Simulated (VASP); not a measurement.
# Ti (P1) in VASP: single point with PBE

Aim: the single point of Ti with PBE.

Program: VASP 6.6.1. These are calculated values, not measurements. Logs are shortened: lines on timing, memory, paths and dates and some standing lists are left out, and cuts for length are marked.

### Step 1. The cell of the first run

The typed cell holds 3 atoms: a = 4.519 Å, b = 4.524 Å, c = 2.835 Å, α = 90.43°, β = 88.85°, γ = 120.30°.

### Step 2. Single point, PBE (atoms moved at random and the cell strained at random)

INCAR

```
PREC = Accurate ; ENCUT = 520
EDIFF = 1E-6 ; ISMEAR = 0
SIGMA = 0.1 ; LREAL = F
LASPH = T ; NELM = 60
ALGO = Fast ; ISIF = 2
LWAVE = F ; LCHARG = F
GGA = PE ; NBANDS = 25
```

KPOINTS

```
Automatic mesh
0
Gamma
  10 10 14
```

POSCAR

```
Ti
1.0
    4.5184582462     -0.0131083658      0.0456737483
   -2.2705813008      3.9124153134     -0.0169827895
    0.0282624427      0.0041828415      2.8344686408
Ti
3
Direct
   -0.0045832881     -0.0194262991     -0.0377745127
    0.3408887320      0.7073370041      0.4989031380
    0.6636958201      0.3120918231      0.5388749130
```

Potentials or basis: VASP PAW PBE potentials, release 64 (Ti_sv).

Run with:

```console
$ cat potpaw_PBE.64/Ti_sv/POTCAR > POTCAR
$ mpirun -np 1 vasp_std > vasp.out
```

OUTCAR:

```text
PREC = Accurate
   ENCUT = 520
   EDIFF = 1E-6
   ISMEAR = 0
   LREAL = F
   LASPH = T
   NELM = 60
   ISIF = 2
   GGA = PE

 ion  position               nearest neighbor table
   1  0.995  0.981  0.962-   2 2.74   3 2.85   3 2.88   3 2.88   2 2.89   2 2.91
   2  0.341  0.707  0.499-   3 2.37   3 2.65   1 2.74   3 2.82   1 2.89   1 2.91
   3  0.664  0.312  0.539-   2 2.37   2 2.65   2 2.82   1 2.85   1 2.88   1 2.88

  LATTYP: Found a triclinic cell.
 ALAT       =     5.3203347160
 B/A-ratio  =     1.4682843179
 C/A-ratio  =     0.5327884009
 COS(alpha) =     0.0029453551
 COS(beta)  =     0.5264265028
 COS(gamma) =     0.7381710700

  Lattice vectors:

 A1 = (   2.2423188581,  -3.9165981549,  -2.8174858513)
 A2 = (   0.0227043554,  -7.8117222610,  -0.0117081693)
 A3 = (  -0.0282624427,  -0.0041828415,  -2.8344686408)

Analysis of symmetry for initial positions (statically):
=====================================================================
 Subroutine PRICEL returns:
 Original cell was already a primitive cell.

 Routine SETGRP: Setting up the symmetry group for a
 triclinic supercell.

 Subroutine GETGRP returns: Found  1 space group operations
 (whereof  1 operations were pure point group operations)
 out of a pool of  2 trial point group operations.

The static configuration has the point symmetry C_1 .

Analysis of symmetry for dynamics (positions and initial velocities):
=====================================================================
 Subroutine PRICEL returns:
 Original cell was already a primitive cell.

 Routine SETGRP: Setting up the symmetry group for a
 triclinic supercell.

 Subroutine GETGRP returns: Found  1 space group operations
 (whereof  1 operations were pure point group operations)
 out of a pool of  2 trial point group operations.

The dynamic configuration has the point symmetry C_1 .

 Subroutine INISYM returns: Found  1 space group operations
 (whereof  1 operations are pure point group operations),
 and found     1 'primitive' translations

----------------------------------------------------------------------------------------

                                     Primitive cell

  volume of cell :      50.0185

  direct lattice vectors                    reciprocal lattice vectors
     4.518458246 -0.013108366  0.045673748     0.221711947  0.128660736 -0.002400552
    -2.270581301  3.912415313 -0.016982790     0.000746650  0.256028235 -0.000385267
     0.028262443  0.004182842  2.834468641    -0.003568124 -0.000539200  0.352836184
[... 86 lines left out ...]
   EDIFF  = 0.1E-05   stopping-criterion for ELM
   LREAL  =      F    real-space projection
   EDIFFG = 0.1E-04   stopping-criterion for IOM
   NSW    =      0    number of steps for IOM
   IBRION =     -1    ionic relax: 0-MD 1-quasi-New 2-CG
   NFREE  =      0    steps in history (QN), initial steepest desc. (CG)
   ISIF   =      2    stress and relaxation
   ISYM   =      2    0-nonsym 1-usesym 2-fastsym
   POTIM  = 0.5000    time-step for ionic-motion
   TEBEG  =    0.0;   TEEND  =   0.0 temperature during run
   PSTRESS=    0.0 pullay stress
   NELECT =      36.0000    total number of electrons
   NUPDOWN=      -1.0000    fix difference up-down
   EMIN   =  10.00;   EMAX   =-10.00  energy-range for DOS
   EFERMI =   0.00;   METHOD = LEGACY
   ISMEAR =     0;   SIGMA  =   0.10  broadening in eV -4-tet -1-fermi 0-gaus
   EFERMI_NEDOS =   21; number of points for ismear=-14 and -15
   IALGO  =     68    algorithm
   IMIX   =      4    mixing-type and parameters
     AMIX     =   0.40;   BMIX     =  1.00
     AMIX_MAG =   1.60;   BMIX_MAG =  1.00
  volume/ion in A,a.u.               =      16.67       112.51
  Fermi-wavevector in a.u.,A,eV,Ry     =   1.467120  2.772454 29.285729  2.152440
  Thomas-Fermi vector in A             =   2.582776
   LORBIT       =      0    0 simple, 1 ext, 2 COOP (PROOUT), +10 PAW based schemes
   GGA     = PE    functional components
   LHFCALC =     F    Hartree Fock is set to
   AEXX    =    0.0000 exact exchange contribution
   IVDW    =     0    specifies the selected vdW correction
   LEPSILON=     F    determine dielectric tensor
   LRPA    =     F    only Hartree local field effects (RPA)
 non-spin polarized calculation
 RMM-DIIS sequential band-by-band and
 Gauss-broadening in eV      SIGMA  =   0.10
  energy-cutoff  :      520.00
  volume of cell :       50.02
 maximum number of plane-waves:      1370
 NGX is ok and might be reduce to    36
   NGX = 17   NGY = 17   NGZ = 11

 number of electron      35.9999996 magnetization

 Free energy of the ion-electron system (eV)
  ---------------------------------------------------
  ext. energy  EPLUGINS =         0.00000000
  ---------------------------------------------------
  free energy    TOTEN  =       -23.26436995 eV

  energy without entropy =      -23.24928949  energy(sigma->0) =      -23.25682972

 E-fermi :   8.6128     XC(G=0): -11.6675

 val. band max:        8.6121996270   @ k =   0.2000   0.5000   0.2857
 cond. band min:       8.6129492757   @ k =   0.3000   0.2000  -0.0000
 fundamental gap:      0.0007496486
 Fermi energy:         8.6128217265

 k-point     1 :       0.0000    0.0000    0.0000
  band No.  band energies     occupation
      1     -48.1403      2.00000
      2     -47.9339      2.00000
      3     -47.6984      2.00000
      4     -24.7063      2.00000
      5     -24.5332      2.00000
      6     -24.4133      2.00000
[... 661 lines left out ...]
     24      10.7861      0.00000
     25      11.1208      0.00000

 [... further k-points ...]

------------------------ aborting loop because EDIFF is reached ----------------------------------------

  FORCE on cell =-STRESS in cart. coord.  units (eV):
  Direction    XX          YY          ZZ          XY          YZ          ZX
  --------------------------------------------------------------------------------------
  -------------------------------------------------------------------------------------
  Total        1.5017594      1.8097805      0.9694023     -0.0929934      0.1866486     -0.4180200
  in kB       48.1039409     57.9703848     31.0516247     -2.9787401      5.9786770    -13.3898989
  external PRESSURE =      45.7086501 kB  Pullay stress =       0.0000000 kB

 VOLUME and BASIS-vectors are now :
 -----------------------------------------------------------------------------
  energy-cutoff  :      520.00
  volume of cell :       50.02
      direct lattice vectors                 reciprocal lattice vectors
     4.518458246 -0.013108366  0.045673748     0.221711947  0.128660736 -0.002400552
    -2.270581301  3.912415313 -0.016982790     0.000746650  0.256028235 -0.000385267
     0.028262443  0.004182842  2.834468641    -0.003568124 -0.000539200  0.352836184

 POSITION                                       TOTAL-FORCE (eV/Angst)
 -----------------------------------------------------------------------------------
      2.29847      3.82739      2.75621        -0.318261      0.367450      0.899561
     -0.05167      2.76501      1.41768         0.309567     -1.439821     -0.331830
      2.30548      1.21459      1.55244         0.008694      1.072371     -0.567731
 -----------------------------------------------------------------------------------
    total drift:                                0.000073      0.000431      0.000407

  FREE ENERGIE OF THE ION-ELECTRON SYSTEM (eV)
  ---------------------------------------------------
  free  energy   TOTEN  =       -23.2643699460 eV

  energy  without entropy=      -23.2492894892  energy(sigma->0) =      -23.25682972
```

OSZICAR:

```text
N       E                     dE             d eps       ncg     rms          rms(c)
DAV:   1     0.427222063289E+03    0.42722E+03   -0.18141E+04 35232   0.180E+03
DAV:   2     0.241724247307E+02   -0.40305E+03   -0.39613E+03 35537   0.519E+02
DAV:   3    -0.222990546415E+02   -0.46471E+02   -0.45393E+02 65250   0.149E+02
[... 40 lines left out ...]
RMM:  44    -0.232643685582E+02   -0.60974E-06   -0.13541E-05 34072   0.144E-02    0.319E-03
RMM:  45    -0.232643690308E+02   -0.47264E-06   -0.12226E-05 33452   0.139E-02    0.304E-03
RMM:  46    -0.232643694204E+02   -0.38963E-06   -0.10899E-05 31463   0.131E-02    0.369E-03
RMM:  47    -0.232643697292E+02   -0.30875E-06   -0.10092E-05 29720   0.125E-02    0.383E-03
RMM:  48    -0.232643699460E+02   -0.21684E-06   -0.90296E-06 29221   0.120E-02
   1 F= -.23264370E+02 E0= -.23256830E+02  d E =-.150805E-01
```

Run time: 57 min. Hardware: 1 thread of Intel Xeon Platinum 8259CL at 2.50GHz (Skylake/Cascade Lake), shared host; peak memory 0.71 GiB.

What came out:

```yaml
Free_energy: -23.2644 eV
Pressure: 4.6 GPa
Largest_force: 1.510 eV/Å
Band_gap_on_the_k_mesh: zero (band 18 reaches 8.88 eV, above the bottom of band 19 at 8.27 eV)
```

Forces on the atoms (eV/Å):
```
Ti  -0.318  0.367  0.900
Ti   0.310 -1.440 -0.332
Ti   0.009  1.072 -0.568
```

Levels at points of the mesh, in eV from the Fermi level:
| k point | band 15 | band 16 | band 17 | band 18 | band 19 | band 20 | band 21 | band 22 |
| --- | --- | --- | --- | --- | --- | --- | --- | --- |
| (0.00, 0.00, 0.00) | -0.79 | -0.62 | -0.55 | -0.35 | 0.12 | 0.59 | 1.28 | 1.50 |
| (0.50, 0.00, 0.00) | -2.66 | -0.61 | -0.45 | -0.25 | 0.17 | 0.62 | 1.00 | 1.40 |
| (0.00, 0.50, 0.00) | -2.66 | -1.00 | -0.64 | -0.14 | 0.57 | 0.77 | 1.05 | 1.34 |
| (0.50, 0.50, 0.00) | -2.54 | -0.61 | -0.33 | -0.06 | 0.18 | 0.44 | 1.00 | 1.41 |
| (0.00, 0.00, 0.50) | -1.86 | -1.73 | -1.59 | -1.48 | 0.46 | 1.13 | 1.48 | 1.97 |
| (0.50, 0.00, 0.50) | -1.84 | -1.18 | -0.80 | -0.52 | 0.20 | 0.84 | 1.22 | 1.30 |
| (0.00, 0.50, 0.50) | -1.69 | -1.32 | -0.94 | -0.68 | 0.15 | 0.76 | 1.01 | 1.31 |
| (0.50, 0.50, 0.50) | -1.96 | -0.91 | -0.61 | -0.39 | 0.47 | 0.79 | 1.21 | 1.26 |

Caveat: the cell differs from its parent crystal (atoms moved at random and the cell strained at random); forces of over 1 eV/Å act on the atoms, so gaps and moduli don't describe the material at rest.
